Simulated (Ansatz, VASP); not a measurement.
## P in VASP and in Ansatz

File INCAR:

```
PREC = Accurate
ENCUT = 600
EDIFF = 1E-7
ISMEAR = -1
SIGMA = 0.1
LREAL = F
LASPH = T
NELM = 80
ALGO = Normal
ISIF = 3
LWAVE = F
LCHARG = F
GGA = RE
IBRION = 2
NSW = 80
EDIFFG = -0.01
```

Contents of KPOINTS:

```
Automatic mesh
0
Gamma
  10 10 10
```

File POSCAR:

```
P
1.0
    0.0000000000      2.7391031705      2.7391031705
    2.7391031705      0.0000000000      2.7391031705
    2.7391031705      2.7391031705      0.0000000000
P
2
Direct
    0.1250000000      0.1250000000      0.1250000000
    0.8750000000      0.8750000000      0.8750000000
```

Input for Ansatz:

```yaml
crystal:
  lattice:
    - [0.0, 2.7391031705, 2.7391031705]
    - [2.7391031705, 0.0, 2.7391031705]
    - [2.7391031705, 2.7391031705, 0.0]
  atoms:
    - { symbol: P, position: [0.125, 0.125, 0.125] }
    - { symbol: P, position: [0.875, 0.875, 0.875] }
hamiltonian:
  xc: revpbe
  pseudopotentials:
    kind: paw
    azcp:
      P: "pseudopotentials/P.paw.azcp"
basis:
  ecutwfc: 420
  fft_grid_basis: typed
kpoints:
  mp_grid: { grid: [10, 10, 10], shift: [0, 0, 0] }
magnetization:
  spin_polarized: false
scf:
  occupations: { method: fermi_dirac, width: 0.1 }
relax:
  max_steps: 60
  f_tol: 0.01
  cell: {}
```

Alike in both runs: task relaxation of cell and atoms; functional revPBE; k mesh 10 × 10 × 10; occupations fermi-dirac, width 0.1 eV; no spin polarisation.

```csv
,VASP,Ansatz
version,VASP 6.6.1,Ansatz 0.2.0
potentials or method,"VASP PAW PBE potentials, release 64 (P), cutoff 600 eV","plane waves (420 eV) with PAW, scalar-relativistic"
valence electrons in the cell,10,10
```

```tsv
	VASP	Ansatz	Ansatz less VASP
relaxed volume (Å³/atom)	20.94	21.06	+0.125
relaxed cell length with the largest relative difference (Å)	3.898	3.906	+0.0078
```

VASP's potentials were made for PBE, not for revPBE.
